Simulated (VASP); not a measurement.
Write the native input for VASP 6.6.1 that does the following.

| Item | Value |
| --- | --- |
| Task | relaxation of cell and atoms |
| Functional | PBE |
| Potentials or basis | VASP PAW PBE potentials, release 64 (Al, P) |
| Cutoff | 600 eV |
| k mesh | 4 × 4 × 4 |
| Occupations | gaussian, width 0.1 eV |
| Spin | no spin polarisation |
| Dipole correction | no |
| Further INCAR settings | ALGO = Normal; EDIFF = 1e-07; IBRION = 2; EDIFFG = -0.04; NSW = 90; ISIF = 3 |

The structure of Al3P2 lies in POSCAR:

```
Al3P2
1.0
    3.9127807400      0.0000000000      0.0000000000
    0.0000000000      3.9127807400      0.0000000000
    0.0000000000      0.0000000000      6.3462642700
Al P
3 2
Direct
    0.5000000000      0.5000000000      0.0000000000
    0.0000000000      0.0000000000      0.2297547200
    0.0000000000      0.0000000000      0.7702452800
    0.0000000000      0.5000000000      0.5000000000
    0.5000000000      0.0000000000      0.5000000000
```

The cell was generated, and may not be a known phase.

The input as run:

INCAR

```
SYSTEM = Al3P2
PREC = Accurate ; ENCUT = 600
EDIFF = 1E-7 ; ISMEAR = 0
SIGMA = 0.1 ; LREAL = .False.
LASPH = .True. ; NELM = 80
ALGO = Normal ; ISIF = 3
LWAVE = .False. ; LCHARG = .False.
GGA = PE ; IBRION = 2
NSW = 90 ; EDIFFG = -0.04
```

KPOINTS

```
regular mesh
0
Gamma
  4 4 4
  0 0 0
```

Potentials or basis: VASP PAW PBE potentials, release 64 (Al, P).

The run is started by

```sh
$ cat potpaw_PBE.64/Al/POTCAR potpaw_PBE.64/P/POTCAR > POTCAR
$ mpirun -np 1 vasp_std > vasp.out
```

It gave:

| Property | Result |
| --- | --- |
| Relaxed volume | 16.84 Å³/atom |
| Relaxed cell | a = 3.350 Å, b = 3.350 Å, c = 7.502 Å, α = 90.00°, β = 90.00°, γ = 90.00° |
| Space group after relaxing (to 0.1 Å) | P4/mmm (No. 123) |
| Energy gained by relaxing | 208.7 meV/atom |
| Ionic steps | 20 |
| Pressure after relaxing | 0.0 GPa |
| Largest force after relaxing | 0.031 eV/Å |
| Band gap on the k mesh | zero (an odd number of electrons rules out a gap without spin polarisation) |

Caveat: the k points lie up to 0.47 Å⁻¹ apart in the final cell, too coarse for converged energies and pressures of a metal; a cell axis changed by over 15 % at a fixed basis, so the end point is rough.

It took 6.3 min on 1 thread of Intel Xeon 8259CL, with other jobs on the host, peak memory 0.24 GiB.
